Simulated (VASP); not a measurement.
Write the native input for VASP 6.6.1 that does the following.

| Property | Result |
| --- | --- |
| Task | single point |
| Functional | r2SCAN |
| Potentials or basis | VASP PAW PBE potentials, release 64 (Pb_d, S) |
| Cutoff | 520 eV |
| k mesh | 6 × 6 × 6 |
| Occupations | gaussian, width 0.05 eV |
| Spin | no spin polarisation |
| Dipole correction | no |
| Further INCAR settings | ALGO = Normal; EDIFF = 1e-06; NBANDS = 17 |

The system is PbS.

```
CELL_PARAMETERS angstrom
0.00000 3.30081 3.23479
3.30081 0.00000 3.23479
3.30081 3.30081 0.00000
ATOMIC_POSITIONS crystal
Pb 0.00000 0.00000 0.00000
S 0.25000 0.25000 0.25000
```

One way to write it, as run:

POSCAR

```
PbS
1.0
    0.0000000000      3.3008065408      3.2347904100
    3.3008065408      0.0000000000      3.2347904100
    3.3008065408      3.3008065408      0.0000000000
Pb S
1 1
Direct
    0.0000000000      0.0000000000      0.0000000000
    0.2500000000      0.2500000000      0.2500000000
```

INCAR.step1

```
SYSTEM = PbS
  PREC = Accurate
  ENCUT = 520
  ISMEAR = 0
  SIGMA = 0.05
  LREAL = .FALSE.
  LASPH = .TRUE.
  NELM = 60
  NBANDS = 17
  GGA = PE
  ALGO = Normal
  EDIFF = 1E-4
  LWAVE = .TRUE.
  LCHARG = .FALSE.
```

INCAR.step2

```
SYSTEM = PbS
  PREC = Accurate
  ENCUT = 520
  EDIFF = 1E-6
  ISMEAR = 0
  SIGMA = 0.05
  LREAL = .FALSE.
  LASPH = .TRUE.
  NELM = 60
  ALGO = Normal
  ISIF = 2
  LWAVE = .FALSE.
  LCHARG = .FALSE.
  METAGGA = R2SCAN
  LMIXTAU = .TRUE.
  NBANDS = 17
  ISTART = 1
```

KPOINTS

```
regular mesh
0
G
  6 6 6
  0 0 0
```

Potentials or basis: VASP PAW PBE potentials, release 64 (Pb_d, S).

The run is started by

```sh
$ cat potpaw_PBE.64/Pb_d/POTCAR potpaw_PBE.64/S/POTCAR > POTCAR
$ cp INCAR.step1 INCAR
$ mpirun -np 1 vasp_std > vasp.out
$ cp INCAR.step2 INCAR
$ mpirun -np 1 vasp_std > vasp.out
```

It gave:

- Pressure: 0.8 GPa
- Band gap on the k mesh: 0.95 eV, indirect (least direct gap 1.40 eV)

Caveat: the PAW data sets were made with another functional, which shifts forces and pressure a little; spin-orbit coupling is left out, which moves the levels of the heavy elements.

Wall time 2.3 min on 1 thread of Intel(R) Xeon(R) Platinum 8375C CPU @ 2.90GHz (Ice Lake), with other jobs on the host, peak memory 0.23 GiB.
